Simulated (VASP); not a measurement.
## GaAs: single point with PBE

GaAs, a slab with vacuum:

```xyz
12
Lattice="4.0626 0.0000 0.0000 0.0000 5.7454 0.0000 0.0000 0.0000 25.1565" Properties=species:S:1:pos:R:3 pbc="T T T"
Ga    2.0313    2.8727    7.5000
Ga    0.0000    0.0000    9.5313
Ga    2.0313    2.8727   11.5626
Ga    0.0000    0.0000   13.5939
Ga    2.0313    2.8727   15.6252
Ga    0.0000    0.0000   17.6565
As    0.0000    1.4363    7.5000
As    2.0313    4.3090    9.5313
As    0.0000    1.4363   11.5626
As    2.0313    4.3090   13.5939
As    0.0000    1.4363   15.6252
As    2.0313    4.3090   17.6565
```

* Program: VASP 6.6.1
* Task: single point
* Functional: PBE
* Potentials or basis: VASP PAW PBE potentials, release 64 (Ga_d, As)
* Cutoff: 520 eV
* k mesh: 9 × 6 × 1
* Occupations: gaussian, width 0.05 eV
* Spin: no spin polarisation
* Dipole correction: no
* Further INCAR settings: ALGO = Normal; EDIFF = 1e-06; NBANDS = 66

The largest force is 1.540 eV/Å and the band gap on the k mesh is 0.41 eV.

Forces on the atoms (eV/Å):
```
Ga   0.000 -0.942  1.219
Ga   0.000  0.261  0.188
Ga   0.000 -0.178  0.150
Ga   0.000 -0.178 -0.150
Ga   0.000  0.261 -0.188
Ga   0.000 -0.942 -1.219
As   0.000  0.162 -1.236
As   0.000  0.592 -0.487
As   0.000  0.105  0.133
As   0.000  0.105 -0.133
As   0.000  0.592  0.487
As   0.000  0.162  1.236
```

Levels at points of the mesh, in eV from the valence-band top:
| k point | band 51 | band 52 | band 53 | band 54 | band 55 | band 56 | band 57 | band 58 |
| --- | --- | --- | --- | --- | --- | --- | --- | --- |
| (0.00, 0.00, 0.00) | -0.61 | -0.17 | -0.15 | 0.00 | 0.41 | 1.11 | 1.80 | 2.18 |
| (0.00, 0.50, 0.00) | -0.80 | -0.80 | -0.34 | -0.34 | 0.48 | 0.48 | 1.69 | 1.69 |

Run time: 22 min on 1 thread of Oxide Virtual Turin-like Processor, on a shared host, peak memory 0.88 GiB.

Caveat: there is no dipole correction, which matters where the two faces differ; semilocal functionals underestimate gaps, and a narrow one can read as zero.
